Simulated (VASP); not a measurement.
# CdS (CsCl type) (Pm-3m) in VASP: a series of runs

CdS (CsCl type) is run at these levels: PBE; tasks: single point, relaxation of cell and atoms.

All numbers are computed with VASP 6.6.1; they aren't measurements. Logs are shortened: lines on timing, memory, paths and dates and some standing lists are left out, and cuts for length are marked.

### 1 The cell of the first run

It takes space group Pm-3m (No. 221, cubic). Conventional cell: a = 3.326 Å, b = 3.326 Å, c = 3.326 Å, α = 90.00°, β = 90.00°, γ = 90.00°. Cd (site symmetry m-3m) has 8 S at 2.88 Å and 6 Cd at 3.33 Å within 3.8 Å. S (site symmetry m-3m) has 8 Cd at 2.88 Å and 6 S at 3.33 Å within 3.8 Å.

### 2 Single point, PBE

File INCAR:

```
SYSTEM = CdS
ALGO     = Normal         ! electronic algorithm
EDIFF    = 1E-6           ! SCF threshold, eV
ENCUT    = 520            ! plane-wave cutoff, eV
GGA      = PE             ! functional
ISIF     = 2              ! what is computed and relaxed
ISMEAR   = -1             ! smearing method
LASPH    = .True.         ! aspherical terms in the spheres
LCHARG   = .True.         ! write CHGCAR
LELF     = .True.         ! ELF
LREAL    = .False.        ! projectors in reciprocal space
LVHAR    = .True.       
LWAVE    = .False.        ! write WAVECAR
NBANDS   = 16             ! bands
NELM     = 80             ! most SCF steps
PREC     = Accurate       ! precision mode
SIGMA    = 0.08           ! smearing width, eV
```

File KPOINTS:

```
k-points
0
Gamma
  13 13 13
  0 0 0
```

File POSCAR:

```
CdS
1.0
    3.3260718240      0.0000000000      0.0000000000
    0.0000000000      3.3260718240      0.0000000000
    0.0000000000      0.0000000000      3.3260718240
Cd S
1 1
Direct
    0.0000000000      0.0000000000      0.0000000000
    0.5000000000      0.5000000000      0.5000000000
```

Potentials or basis: VASP PAW PBE potentials, release 64 (Cd, S).

Run with:

```console
> cat potpaw_PBE.64/Cd/POTCAR potpaw_PBE.64/S/POTCAR > POTCAR
> mpirun -np 1 vasp_std > vasp.out
```

OUTCAR:

```text
SYSTEM = CdS
   EDIFF = 1E-6
   ENCUT = 520
   GGA = PE
   ISIF = 2
   ISMEAR = -1
   LASPH = .True.
   LREAL = .False.
   NELM = 80
   PREC = Accurate

 ion  position               nearest neighbor table
   1  0.000  0.000  0.000-   2 2.88   2 2.88   2 2.88   2 2.88   2 2.88   2 2.88   2 2.88   2 2.88

   2  0.500  0.500  0.500-   1 2.88   1 2.88   1 2.88   1 2.88   1 2.88   1 2.88   1 2.88   1 2.88

  LATTYP: Found a simple cubic cell.
 ALAT       =     3.3260718240

  Lattice vectors:

 A1 = (   3.3260718240,   0.0000000000,   0.0000000000)
 A2 = (   0.0000000000,   3.3260718240,   0.0000000000)
 A3 = (   0.0000000000,   0.0000000000,   3.3260718240)

Analysis of symmetry for initial positions (statically):
=====================================================================
 Subroutine PRICEL returns:
 Original cell was already a primitive cell.

 Routine SETGRP: Setting up the symmetry group for a
 simple cubic supercell.

 Subroutine GETGRP returns: Found 48 space group operations
 (whereof 48 operations were pure point group operations)
 out of a pool of 48 trial point group operations.

The static configuration has the point symmetry O_h .

Analysis of symmetry for dynamics (positions and initial velocities):
=====================================================================
 Subroutine PRICEL returns:
 Original cell was already a primitive cell.

 Routine SETGRP: Setting up the symmetry group for a
 simple cubic supercell.

 Subroutine GETGRP returns: Found 48 space group operations
 (whereof 48 operations were pure point group operations)
 out of a pool of 48 trial point group operations.

The dynamic configuration has the point symmetry O_h .

 Subroutine INISYM returns: Found 48 space group operations
 (whereof 48 operations are pure point group operations),
 and found     1 'primitive' translations

----------------------------------------------------------------------------------------

                                     Primitive cell

  volume of cell :      36.7955

  direct lattice vectors                    reciprocal lattice vectors
     3.326071824  0.000000000  0.000000000     0.300654963  0.000000000  0.000000000
     0.000000000  3.326071824  0.000000000     0.000000000  0.300654963  0.000000000
     0.000000000  0.000000000  3.326071824     0.000000000  0.000000000  0.300654963

  length of vectors
     3.326071824  3.326071824  3.326071824     0.300654963  0.300654963  0.300654963

  position of ions in fractional coordinates (direct lattice)
     0.000000000  0.000000000  0.000000000
     0.500000000  0.500000000  0.500000000

  ion indices of the primitive-cell ions
   primitive index   ion index
                 1           1
                 2           2

----------------------------------------------------------------------------------------

 KPOINTS: k-points

Automatic generation of k-mesh.
 Grid dimensions read from file:
 generate k-points for:   13   13   13

 Generating k-lattice:

  Cartesian coordinates                     Fractional coordinates (reciprocal lattice)
     0.023127305  0.000000000  0.000000000     0.076923077  0.000000000  0.000000000
     0.000000000  0.023127305  0.000000000     0.000000000  0.076923077  0.000000000
     0.000000000  0.000000000  0.023127305     0.000000000  0.000000000  0.076923077

  Length of vectors
     0.023127305  0.023127305  0.023127305

  Shift w.r.t. Gamma in fractional coordinates (k-lattice)
     0.000000000  0.000000000  0.000000000

 Subroutine IBZKPT returns following result:
 ===========================================

 Found     84 irreducible k-points:

 Following reciprocal coordinates:
            Coordinates               Weight
  0.000000  0.000000  0.000000      1.000000
  0.076923  0.000000  0.000000      6.000000
  0.153846  0.000000  0.000000      6.000000
  0.230769  0.000000  0.000000      6.000000
  0.307692  0.000000  0.000000      6.000000
  0.384615  0.000000  0.000000      6.000000
[... 16 lines left out ...]
  0.307692  0.307692  0.000000     12.000000
  0.384615  0.307692  0.000000     24.000000
 [... further k-points ...]
   k-points           NKPTS =     84   k-points in BZ     NKDIM =     84   number of bands    NBANDS=     16
   number of dos      NEDOS =    301   number of ions     NIONS =      2
   total plane-waves  NPLWV =  21952
   dimension x,y,z NGX =    28 NGY =   28 NGZ =   28
   dimension x,y,z NGXF=    56 NGYF=   56 NGZF=   56
   ions per type =               1   1
   NGX,Y,Z   is equivalent  to a cutoff of  14.00, 14.00, 14.00 a.u.
   NGXF,Y,Z  is equivalent  to a cutoff of  27.99, 27.99, 27.99 a.u.
 SYSTEM =  CdS
   PREC   = accura    normal or accurate (medium, high low for compatibility)
   ISTART =      0    job   : 0-new  1-cont  2-samecut
   ICHARG =      2    charge: 1-file 2-atom 10-const
   ISPIN  =      1    spin polarized calculation?
   LNONCOLLINEAR =      F non collinear calculations
   LSORBIT =      F    spin-orbit coupling
   LASPH  =      T    aspherical Exc in radial PAW
   ENCUT  =  520.0 eV  38.22 Ry    6.18 a.u.   6.18  6.18  6.18*2*pi/ulx,y,z
   NELM   =     80;   NELMIN=  2; NELMDL= -5     # of ELM steps
   EDIFF  = 0.1E-05   stopping-criterion for ELM
   LREAL  =      F    real-space projection
   EDIFFG = 0.1E-04   stopping-criterion for IOM
   NSW    =      0    number of steps for IOM
   IBRION =     -1    ionic relax: 0-MD 1-quasi-New 2-CG
   NFREE  =      0    steps in history (QN), initial steepest desc. (CG)
   ISIF   =      2    stress and relaxation
   ISYM   =      2    0-nonsym 1-usesym 2-fastsym
   POTIM  = 0.5000    time-step for ionic-motion
   TEBEG  =    0.0;   TEEND  =   0.0 temperature during run
   PSTRESS=    0.0 pullay stress
   NELECT =      18.0000    total number of electrons
   NUPDOWN=      -1.0000    fix difference up-down
   EMIN   =  10.00;   EMAX   =-10.00  energy-range for DOS
   EFERMI =   0.00;   METHOD = LEGACY
   ISMEAR =    -1;   SIGMA  =   0.08  broadening in eV -4-tet -1-fermi 0-gaus
   EFERMI_NEDOS =   21; number of points for ismear=-14 and -15
   IALGO  =     38    algorithm
   IMIX   =      4    mixing-type and parameters
     AMIX     =   0.40;   BMIX     =  1.00
     AMIX_MAG =   1.60;   BMIX_MAG =  1.00
  volume/ion in A,a.u.               =      18.40       124.15
  Fermi-wavevector in a.u.,A,eV,Ry     =   1.289934  2.437621 22.639126  1.663929
  Thomas-Fermi vector in A             =   2.421796
   LORBIT       =      0    0 simple, 1 ext, 2 COOP (PROOUT), +10 PAW based schemes
   GGA     = PE    functional components
[... 5 lines left out ...]
 non-spin polarized calculation
  energy-cutoff  :      520.00
  volume of cell :       36.80
 maximum number of plane-waves:      1021
 NGX is ok and might be reduce to    28
   NGX = 13   NGY = 13   NGZ = 13

 number of electron      18.0000001 magnetization

 Free energy of the ion-electron system (eV)
  ---------------------------------------------------
  ext. energy  EPLUGINS =         0.00000000
  ---------------------------------------------------
  free energy    TOTEN  =        -4.82012503 eV

  energy without entropy =       -4.79513169  energy(sigma->0) =       -4.80762836

 E-fermi :   4.5379     XC(G=0): -11.0891

 val. band max:        4.5307039014   @ k =   0.3846   0.3077   0.0000
 cond. band min:       4.5696635489   @ k =   0.3846   0.3846   0.0000
 fundamental gap:      0.0389596474
 Fermi energy:         4.5378583091

 k-point     1 :       0.0000    0.0000    0.0000
  band No.  band energies     occupation
      1      -9.3092      2.00000
      2      -4.3387      2.00000
      3      -4.3387      2.00000
      4      -3.6545      2.00000
      5      -3.6545      2.00000
      6      -3.6545      2.00000
[... 8 lines left out ...]
     15      16.8885      0.00000
     16      19.2723      0.00000

 k-point     2 :       0.0769    0.0000    0.0000
  band No.  band energies     occupation
      1      -9.2558      2.00000
      2      -4.3340      2.00000
      3      -4.3177      2.00000
      4      -3.6748      2.00000
      5      -3.6748      2.00000
      6      -3.6527      2.00000
[... 8 lines left out ...]
     15      16.5878      0.00000
     16      19.2660      0.00000

 k-point     3 :       0.1538    0.0000    0.0000
  band No.  band energies     occupation
      1      -9.1008      2.00000
      2      -4.3209      2.00000
      3      -4.2636      2.00000
      4      -3.7298      2.00000
      5      -3.7298      2.00000
      6      -3.6476      2.00000
[... 8 lines left out ...]
     15      16.0512      0.00000
     16      19.2483      0.00000

 k-point     4 :       0.2308    0.0000    0.0000
  band No.  band energies     occupation
      1      -8.8609      2.00000
      2      -4.3024      2.00000
      3      -4.2023      2.00000
      4      -3.8049      2.00000
      5      -3.8049      2.00000
      6      -3.6405      2.00000
[... 8 lines left out ...]
     15      16.1506      0.00000
     16      19.2231      0.00000

 k-point     5 :       0.3077    0.0000    0.0000
  band No.  band energies     occupation
      1      -8.5703      2.00000
      2      -4.2826      2.00000
      3      -4.1722      2.00000
      4      -3.8817      2.00000
      5      -3.8817      2.00000
      6      -3.6328      2.00000
[... 8 lines left out ...]
     15      17.3351      0.00000
     16      18.3268      0.00000

 k-point     6 :       0.3846    0.0000    0.0000
  band No.  band energies     occupation
      1      -8.2894      2.00000
      2      -4.2661      2.00000
      3      -4.2005      2.00000
      4      -3.9433      2.00000
      5      -3.9433      2.00000
      6      -3.6265      2.00000
[... 8 lines left out ...]
     15      17.6272      0.00000
     16      19.1685      0.00000
[... 267 lines left out ...]
 k-point    21 :       0.3846    0.2308    0.0000
  band No.  band energies     occupation
      1      -8.0584      2.00000
      2      -4.2058      2.00000
      3      -3.9203      2.00000
      4      -3.8946      2.00000
      5      -3.7947      2.00000
      6      -3.7347      2.00000
[... 8 lines left out ...]
     15      17.1094      0.00000
     16      18.8396      0.00000

 k-point    22 :       0.4615    0.2308    0.0000
  band No.  band energies     occupation
      1      -7.9314      2.00000
      2      -4.1888      2.00000
      3      -3.9231      2.00000
      4      -3.8907      2.00000
      5      -3.7747      2.00000
      6      -3.7279      2.00000
[... 8 lines left out ...]
     15      17.2619      0.00000
     16      19.6815      0.00000

 k-point    23 :       0.3077    0.3077    0.0000
  band No.  band energies     occupation
      1      -8.0865      2.00000
      2      -4.2016      2.00000
      3      -3.8383      2.00000
      4      -3.8207      2.00000
      5      -3.7939      2.00000
      6      -3.7903      2.00000
[... 8 lines left out ...]
     15      16.5335      0.00000
     16      18.0435      0.00000

 k-point    24 :       0.3846    0.3077    0.0000
  band No.  band energies     occupation
      1      -7.9282      2.00000
      2      -4.1719      2.00000
      3      -3.8687      2.00000
      4      -3.7908      2.00000
      5      -3.7441      2.00000
      6      -3.6845      2.00000
[... 8 lines left out ...]
     15      16.4702      0.00000
     16      18.9273      0.00000

 [... further k-points ...]
[... 5 lines left out ...]
  --------------------------------------------------------------------------------------
  -------------------------------------------------------------------------------------
  Total        1.5254072      1.5254072      1.5254072     -0.0000000     -0.0000000      0.0000000
  in kB       66.4204014     66.4204014     66.4204014     -0.0000000     -0.0000000      0.0000000
  external PRESSURE =      66.4204014 kB  Pullay stress =       0.0000000 kB

 VOLUME and BASIS-vectors are now :
 -----------------------------------------------------------------------------
  energy-cutoff  :      520.00
  volume of cell :       36.80
      direct lattice vectors                 reciprocal lattice vectors
     3.326071824  0.000000000  0.000000000     0.300654963  0.000000000  0.000000000
     0.000000000  3.326071824  0.000000000     0.000000000  0.300654963  0.000000000
     0.000000000  0.000000000  3.326071824     0.000000000  0.000000000  0.300654963

 POSITION                                       TOTAL-FORCE (eV/Angst)
 -----------------------------------------------------------------------------------
      0.00000      0.00000      0.00000         0.000000      0.000000      0.000000
      1.66304      1.66304      1.66304         0.000000      0.000000      0.000000
 -----------------------------------------------------------------------------------
    total drift:                               -0.000000      0.000000      0.000000

  FREE ENERGIE OF THE ION-ELECTRON SYSTEM (eV)
  ---------------------------------------------------
  free  energy   TOTEN  =        -4.8201250348 eV

  energy  without entropy=       -4.7951316853  energy(sigma->0) =       -4.80762836
```

It took 42 s on 1 thread of Intel Xeon 6975P-C, shared host; peak memory 0.19 GiB.

What came out:

| Property | Result |
| --- | --- |
| Free energy | -4.8201 eV |
| Pressure | 6.6 GPa |
| Band gap on the k mesh | zero (band 9 reaches 4.59 eV, above the bottom of band 10 at 3.85 eV) |

Levels at points of the mesh, in eV from the Fermi level:
| k point | band 5 | band 6 | band 7 | band 8 | band 9 | band 10 | band 11 | band 12 | band 13 | band 14 |
| --- | --- | --- | --- | --- | --- | --- | --- | --- | --- | --- |
| (0.00, 0.00, 0.00) | -8.19 | -8.19 | -1.31 | -1.31 | -1.31 | -0.69 | 6.61 | 6.61 | 12.35 | 12.35 |

### 3 Relaxation of cell and atoms, PBE, target pressure 6.2 GPa, at which the enthalpy is minimised

This run uses another cell than the first one, of 18.11 Å³/atom, 0.984 times its volume.

File INCAR:

```
SYSTEM = CdS
PREC     = Accurate       ! precision mode
ENCUT    = 600            ! plane-wave cutoff, eV
EDIFF    = 1E-6           ! SCF threshold, eV
ISMEAR   = -1             ! smearing method
SIGMA    = 0.08           ! smearing width, eV
LREAL    = .FALSE.        ! projectors in reciprocal space
LASPH    = .TRUE.         ! aspherical terms in the spheres
NELM     = 100            ! most SCF steps
ALGO     = Normal         ! electronic algorithm
ISIF     = 3              ! what is computed and relaxed
LWAVE    = .FALSE.        ! write WAVECAR
LCHARG   = .FALSE.        ! write CHGCAR
GGA      = PE             ! functional
IBRION   = 2              ! ionic algorithm
NSW      = 60             ! ionic steps
EDIFFG   = -0.005         ! ionic threshold
PSTRESS  = 62.0
```

File KPOINTS:

```
Automatic mesh
0
G
  13 13 13
  0 0 0
```

File POSCAR:

```
CdS
1.0
    3.3087666940      0.0000000000      0.0000000000
    0.0000000000      3.3087666940      0.0000000000
    0.0000000000      0.0000000000      3.3087666940
Cd S
1 1
Direct
    0.0000000000      0.0000000000      0.0000000000
    0.5000000000      0.5000000000      0.5000000000
```

Potentials or basis: VASP PAW PBE potentials, release 64 (Cd, S).

Run with:

```console
> cat potpaw_PBE.64/Cd/POTCAR potpaw_PBE.64/S/POTCAR > POTCAR
> mpirun -np 1 vasp_std > vasp.out
```

It took 82 s on 1 thread of Intel Xeon 6975P-C, shared host; peak memory 0.2 GiB.

The run converged. Its results:

- Free energy: -4.8260 eV
- Relaxed volume: 18.48 Å³/atom
- Relaxed cell: a = 3.331 Å, b = 3.331 Å, c = 3.331 Å, α = 90.00°, β = 90.00°, γ = 90.00°
- Space group after relaxing (to 0.05 Å): Pm-3m (No. 221)
- Energy change on relaxing (the enthalpy is what falls): -16.3 meV/atom
- Ionic steps: 3
- Pressure after relaxing: 6.2 GPa
- Band gap on the k mesh: zero (band 9 reaches 4.54 eV, above the bottom of band 10 at 3.78 eV)

The path:
| step | energy change (eV) | largest force (eV/Å) | pressure (GPa) | volume (Å³) |
| --- | --- | --- | --- | --- |
| 1 | 0.0000 | 0.0000 | 8.21 | 36.22 |
| 2 | -0.0492 | 0.0000 | 4.96 | 37.43 |
| 3 | -0.0326 | 0.0000 | 6.21 | 36.95 |

Final structure:
```
Cd S
1.0
     3.33076    0.00000    0.00000
     0.00000    3.33076    0.00000
     0.00000    0.00000    3.33076
Cd S
1 1
Direct
  0.00000 0.00000 0.00000
  0.50000 0.50000 0.50000
```

Levels at points of the mesh, in eV from the Fermi level:
| k point | band 6 | band 7 | band 8 | band 9 | band 10 | band 11 | band 12 | band 13 |
| --- | --- | --- | --- | --- | --- | --- | --- | --- |
| (0.00, 0.00, 0.00) | -8.19 | -1.30 | -1.30 | -1.30 | -0.71 | 6.61 | 6.61 | 12.31 |

Caveat: the cell is relaxed towards a set pressure, so the enthalpy falls and the energy may rise.

### 4 Relaxation of cell and atoms, PBE, target pressure 6.2 GPa, at which the enthalpy is minimised

File INCAR:

```
  PREC = Accurate
  ENCUT = 600
  EDIFF = 1E-7
  ISMEAR = -1
  SIGMA = 0.08
  LREAL = F
  LASPH = T
  NELM = 60
  ALGO = Normal
  ISIF = 3
  LWAVE = F
  LCHARG = F
  GGA = PE
  IBRION = 2
  NSW = 32
  EDIFFG = -0.005
  PSTRESS = 62.0
```

File KPOINTS:

```
Automatic mesh
0
Gamma
  13 13 13
```

File POSCAR:

```
CdS
1.0
    3.3260718240      0.0000000000      0.0000000000
    0.0000000000      3.3260718240      0.0000000000
    0.0000000000      0.0000000000      3.3260718240
Cd S
1 1
Direct
    0.0000000000      0.0000000000      0.0000000000
    0.5000000000      0.5000000000      0.5000000000
```

Run with:

```console
> cat potpaw_PBE.64/Cd/POTCAR potpaw_PBE.64/S/POTCAR > POTCAR
> mpirun -np 1 vasp_std > vasp.out
```

Run time: 86 s. Hardware: 1 thread of Intel Xeon 6975P-C, shared host; peak memory 0.2 GiB.

Results (log left out):

- Free energy: -4.8262 eV
- Relaxed volume: 18.47 Å³/atom
- Relaxed cell: a = 3.331 Å, b = 3.331 Å, c = 3.331 Å, α = 90.00°, β = 90.00°, γ = 90.00°
- Space group after relaxing (to 0.05 Å): Pm-3m (No. 221)
- Energy change on relaxing (the enthalpy is what falls): -3.1 meV/atom
- Ionic steps: 3
- Pressure after relaxing: 6.2 GPa
- Band gap on the k mesh: zero (band 9 reaches 4.54 eV, above the bottom of band 10 at 3.78 eV)

The path:
```
step  energy change (eV)  largest force (eV/Å)  pressure (GPa)  volume (Å³)
   1              0.0000                0.0000            6.61        36.80
   2             -0.0099                0.0000            5.94        37.05
   3             -0.0061                0.0000            6.21        36.95
```

Final structure:
```
CELL_PARAMETERS angstrom
3.33068 0.00000 0.00000
0.00000 3.33068 0.00000
0.00000 0.00000 3.33068
ATOMIC_POSITIONS crystal
Cd 0.00000 0.00000 0.00000
S 0.50000 0.50000 0.50000
```

Levels at points of the mesh, in eV from the Fermi level:
| k point | band 7 | band 8 | band 9 | band 10 | band 11 | band 12 |
| --- | --- | --- | --- | --- | --- | --- |
| (0.00, 0.00, 0.00) | -1.30 | -1.30 | -1.30 | -0.71 | 6.61 | 6.61 |

Caveat: the cell is relaxed towards a set pressure, so the enthalpy falls and the energy may rise.

### 5 Overview

```csv
task,cell,cutoff (eV),gap on the mesh (eV),pressure (GPa)
single point,"a = 3.326 Å, 2 atoms",520,none,6.6
relaxation of cell and atoms,"relaxed to 6.2 GPa from a = 3.309 Å, 2 atoms",600,none,6.2
relaxation of cell and atoms,"relaxed to 6.2 GPa from a = 3.326 Å, 2 atoms",600,none,6.2
```

Alike in all rows: level PBE; potentials or basis VASP PAW PBE potentials, release 64 (Cd, S); no spin polarisation; k mesh 13 × 13 × 13; smearing fermi-dirac 0.08 eV.

Caveats: the cell is relaxed towards a set pressure, so the enthalpy falls and the energy may rise (some runs).

Total energies depend on the potentials used, so only differences within one code and one set of settings carry meaning.
